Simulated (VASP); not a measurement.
A run of VASP 6.6.1:

The input INCAR:

```
SYSTEM = Ge
PREC = Accurate
ENCUT = 520
EDIFF = 1E-8
ISMEAR = -1
SIGMA = 0.05
LREAL = .False.
LASPH = .True.
NELM = 60
ALGO = Normal
ISIF = 2
LWAVE = .False.
LCHARG = .False.
GGA = PE
LEFG = .True.
NBANDS = 21
```

File KPOINTS:

```
Automatic mesh
0
Gamma
  11 11 11
  0 0 0
```

Contents of POSCAR:

```
Ge
1.0
    0.0000000000      2.8287700000      2.8287700000
    2.8287700000      0.0000000000      2.8287700000
    2.8287700000      2.8287700000      0.0000000000
Ge
2
Direct
    0.5000000000      0.5000000000      0.5000000000
    0.7500000000      0.7500000000      0.7500000000
```

Potentials or basis: VASP PAW PBE potentials, release 64 (Ge_d).

Command:

```console
$ cat potpaw_PBE.64/Ge_d/POTCAR > POTCAR
$ mpirun -np 1 vasp_std > vasp.out
```

Hardware: 1 thread of Intel(R) Xeon(R) 6975P-C (Granite Rapids), with other jobs on the host.

Problem. How long does it take, and how much memory?

Solution. Wall time 28 s on 1 thread of Intel(R) Xeon(R) 6975P-C (Granite Rapids) (shared host), peak memory 0.19 GiB. Counts: scf iterations 15, k points 56.
